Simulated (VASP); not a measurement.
# Hf3AlN4 (Cmmm) in VASP: notebook, part 2 of 2

VASP 6.6.1.

**4. Relaxation of cell and atoms, PBE**

Input file INCAR:

```
SYSTEM = Hf3AlN4
PREC = Accurate ; ENCUT = 600
EDIFF = 1E-6 ; ISMEAR = 0
SIGMA = 0.1 ; LREAL = .False.
LASPH = .True. ; NELM = 100
ALGO = Normal ; ISIF = 3
LWAVE = .False. ; LCHARG = .False.
GGA = PE ; IBRION = 2
NSW = 90 ; EDIFFG = -0.04
```

Input file KPOINTS:

```
regular mesh
0
Gamma
  4 4 6
  0 0 0
```

Input file POSCAR:

```
Hf3AlN4
1.0
    3.4453365000     -4.8724416100      0.0000000000
    3.4453365000      4.8724416100      0.0000000000
    0.0000000000      0.0000000000      3.4453365000
Hf Al N
3 1 4
Direct
    0.0000000000      0.0000000000      0.0000000000
    0.0000000000      0.5000000000      0.5000000000
    0.5000000000      0.0000000000      0.5000000000
    0.5000000000      0.5000000000      0.0000000000
    0.7500000000      0.2500000000      0.0000000000
    0.7500000000      0.7500000000      0.5000000000
    0.2500000000      0.2500000000      0.5000000000
    0.2500000000      0.7500000000      0.0000000000
```

Run with:

```bash
$ cat potpaw_PBE.64/Hf_pv/POTCAR potpaw_PBE.64/Al/POTCAR potpaw_PBE.64/N/POTCAR > POTCAR
$ mpirun -np 1 vasp_std > vasp.out
```

Run time: 20 min. Hardware: 1 thread of Intel Xeon 8259CL, shared host; peak memory 0.34 GiB.

It converged, with:

```
Free energy                           : -78.7464 eV
Relaxed volume                        : 10.97 Å³/atom
Relaxed cell                          : a = 5.458 Å, b = 5.458 Å, c = 3.118 Å, α = 90.00°, β = 90.00°, γ = 109.11°
Space group after relaxing (to 0.1 Å) : Cmmm (No. 65)
Energy gained by relaxing             : 545.0 meV/atom
Ionic steps                           : 10
Pressure after relaxing               : 0.0 GPa
Largest force after relaxing          : 0.004 eV/Å
Band gap on the k mesh                : zero (an odd number of electrons rules out a gap without spin polarisation)
```

Forces in eV/Å, atoms in the order of the input:
```
Hf   0.000  0.000  0.000
Hf   0.000  0.000  0.000
Hf   0.000  0.000  0.000
Al   0.000  0.000  0.000
N    0.000  0.004  0.000
N   -0.004  0.000  0.000
N    0.004  0.000  0.000
N    0.000 -0.004  0.000
```

Stress tensor (GPa, compression positive):
```
 0.32  0.00  0.00
 0.00  0.25  0.00
 0.00  0.00 -0.51
```

The path:
```tsv
step	energy change (eV)	largest force (eV/Å)	pressure (GPa)	volume (Å³)
1	0.0000	0.1835	-35.58	115.68
2	1.2059	4.6307	104.99	69.81
3	-3.8278	2.0636	-2.99	90.15
4	-3.8386	2.1437	-0.76	89.32
5	-3.8395	2.1899	0.59	88.83
6	-4.2747	0.9189	3.73	86.85
7	-4.3233	0.2148	5.83	85.98
8	-4.2849	0.2644	-7.66	90.58
9	-4.3599	0.0004	-0.10	87.83
10	-4.3599	0.0041	0.02	87.79
```

Final structure:
```
Hf Al N
1.0
     3.16531   -4.44676    0.00000
     3.16531    4.44676    0.00000
     0.00000    0.00000    3.11849
Hf Al N
3 1 4
Direct
  0.00000 0.00000 0.00000
  0.00000 0.50000 0.50000
  0.50000 0.00000 0.50000
  0.50000 0.50000 0.00000
  0.73776 0.26224 0.00000
  0.72606 0.72606 0.50000
  0.27394 0.27394 0.50000
  0.26224 0.73776 0.00000
```

Levels at points of the mesh, in eV from the Fermi level:
```
           k point  band 24  band 25  band 26  band 27  band 28  band 29  band 30  band 31
(0.00, 0.00, 0.00)    -2.74    -2.72    -2.66     0.10     0.12     0.56     1.08     2.86
(0.50, 0.00, 0.00)    -4.05    -3.64    -0.74     0.17     0.47     1.33     1.41     1.60
(0.50, 0.50, 0.00)    -3.45    -3.32    -2.40    -1.04     1.98     2.05     2.26     2.64
(0.00, 0.00, 0.50)    -4.62    -4.43     0.91     1.11     1.33     1.47     2.09     2.66
(0.50, 0.00, 0.50)    -4.11    -3.89    -0.94    -0.52     0.28     1.06     4.04     4.60
(0.50, 0.50, 0.50)    -3.65    -3.17    -3.14    -3.03     1.45     3.91     4.19     4.28
```

Caveat: the volume moved by over 15 % at a fixed basis, so the end points are rough; spin-orbit coupling is left out, which moves the levels of the heavy elements.

**5. Single point, PBE**

This run uses another cell than the first one, of 11.06 Å³/atom.

Input file INCAR:

```
PREC     = Accurate       # precision mode
ENCUT    = 520            # plane-wave cutoff, eV
EDIFF    = 1E-6           # SCF threshold, eV
ISMEAR   = 0              # smearing method
SIGMA    = 0.1            # smearing width, eV
LREAL    = False          # projectors in reciprocal space
LASPH    = True           # aspherical terms in the spheres
NELM     = 100            # most SCF steps
ALGO     = Normal         # electronic algorithm
ISIF     = 2              # what is computed and relaxed
LWAVE    = False          # write WAVECAR
LCHARG   = True           # write CHGCAR
GGA      = PE             # functional
LELF     = True           # ELF
LVHAR    = True         
NBANDS   = 36             # bands
```

Input file KPOINTS:

```
regular mesh
0
Gamma
  8 8 12
```

Input file POSCAR:

```
Hf3AlN4
1.0
    3.1782680349     -4.4643951161      0.0000000000
    3.1782680349      4.4643951161      0.0000000000
    0.0000000000      0.0000000000      3.1184746410
Hf Al N
3 1 4
Direct
    0.0000000000      0.0000000000      0.0000000000
    0.0000000000      0.5000000000      0.5000000000
    0.5000000000      0.0000000000      0.5000000000
    0.5000000000      0.5000000000      0.0000000000
    0.7370738948      0.2629261052      0.0000000000
    0.7250583539      0.7250583539      0.5000000000
    0.2749416461      0.2749416461      0.5000000000
    0.2629261052      0.7370738948      0.0000000000
```

Run with:

```bash
$ cat potpaw_PBE.64/Hf_pv/POTCAR potpaw_PBE.64/Al/POTCAR potpaw_PBE.64/N/POTCAR > POTCAR
$ mpirun -np 1 vasp_std > vasp.out
```

Run time: 10 min. Hardware: 1 thread of Intel Xeon 8259CL, shared host; peak memory 0.48 GiB.

It converged, with:

| Item | Value |
| --- | --- |
| Free energy | -78.6684 eV |
| Pressure | -1.9 GPa |
| Largest force | 0.092 eV/Å |
| Band gap on the k mesh | zero (an odd number of electrons rules out a gap without spin polarisation) |

Forces on the atoms (eV/Å):
```
Hf   0.000  0.000  0.000
Hf   0.000  0.000  0.000
Hf   0.000  0.000  0.000
Al   0.000  0.000  0.000
N    0.000 -0.068  0.000
N    0.092  0.000  0.000
N   -0.092  0.000  0.000
N    0.000  0.068  0.000
```

Stress tensor (GPa, compression positive):
```
-2.05  0.00  0.00
 0.00 -1.92  0.00
 0.00  0.00 -1.79
```

Levels at points of the mesh, in eV from the Fermi level:
```tsv
k point	band 25	band 26	band 27	band 28	band 29	band 30
(0.00, 0.00, 0.00)	-2.66	-2.62	0.04	0.10	0.61	1.09
(0.50, 0.00, 0.00)	-3.56	-0.74	0.18	0.47	1.32	1.40
(0.50, 0.50, 0.00)	-3.26	-2.36	-1.03	1.97	2.06	2.28
(0.00, 0.00, 0.50)	-4.39	0.87	1.09	1.30	1.46	2.07
(0.50, 0.00, 0.50)	-3.85	-0.95	-0.51	0.27	1.07	3.97
(0.50, 0.50, 0.50)	-3.14	-3.10	-2.99	1.40	3.89	4.08
```

Caveat: spin-orbit coupling is left out, which moves the levels of the heavy elements.

**6. The runs side by side**

| task | cell | k mesh | cutoff (eV) | gap on the mesh (eV) | pressure (GPa) | largest force (eV/Å) |
| --- | --- | --- | --- | --- | --- | --- |
| single point | a = 5.967, b = 5.967, c = 3.445 Å, angles 90.0, 90.0, 109.5°, 8 atoms, atomic positions A | 4 × 4 × 6 | 520 | none | -35.5 | 0.18 |
| single point | a = 5.480, b = 5.480, c = 3.121 Å, angles 90.0, 90.0, 109.1°, 8 atoms, atomic positions B | 4 × 4 × 6 | 520 | none | -2.3 | 0.08 |
| relaxation of cell and atoms | relaxed from a = 5.967, b = 5.967, c = 3.445 Å, angles 90.0, 90.0, 109.5°, 8 atoms, atomic positions A | 4 × 4 × 6 | 600 | none | 0.0 | - |
| single point | a = 5.480, b = 5.480, c = 3.118 Å, angles 90.0, 90.0, 109.1°, 8 atoms, atomic positions B | 8 × 8 × 12 | 520 | none | -1.9 | 0.09 |

Alike in all rows: level PBE; potentials or basis VASP PAW PBE potentials, release 64 (Hf_pv, Al, N); no spin polarisation; smearing gaussian 0.1 eV.

Caveats: spin-orbit coupling is left out, which moves the levels of the heavy elements; the cell stands under tension (at least some runs); the volume moved by over 15 % at a fixed basis, so the end points are rough (at least some runs).

Total energies depend on the potentials used, so only differences within one code and one set of settings carry meaning.
